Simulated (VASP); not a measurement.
Runs of VASP 6.6.1 on GaAs. The structure is that of space group I-4m2 (No. 119), or close to it. The cells are those of the table. 

```tsv
task	level	cell	k mesh	smearing	gap on the mesh (eV)	pressure (GPa)
dielectric tensor	r2SCAN	a = 3.996, b = 3.996, c = 3.846 Å, angles 61.2, 61.2, 57.5°, 2 atoms	6 × 6 × 6	gaussian 0.01 eV	1.12	-
single point	r2SCAN	a = 4.016, b = 4.016, c = 4.127 Å, angles 59.1, 59.1, 61.8°, 2 atoms	8 × 8 × 8	fermi-dirac 0.02 eV	0.46	(b)
single point	PBE	a = 3.996, b = 3.996, c = 3.846 Å, angles 61.2, 61.2, 57.5°, 2 atoms	4 × 4 × 4	gaussian 0.01 eV	0.62	(a)
single point	PBE	a = 4.016, b = 4.016, c = 4.127 Å, angles 59.1, 59.1, 61.8°, 2 atoms	8 × 8 × 8	fermi-dirac 0.02 eV	0.02	0.7
```

Alike in all rows: potentials or basis VASP PAW PBE potentials, release 64 (Ga_d, As); no spin polarisation; cutoff (eV) 520.

Q: Fill in the values left out.

A: (a) 7.2; (b) -2.1.

Caveats: some runs use coarse meshes; the PAW data sets were made with another functional, which shifts forces and pressure a little (at least some runs).

A k mesh can miss the band edges, and the runs leave out spin-orbit coupling on As, Ga.
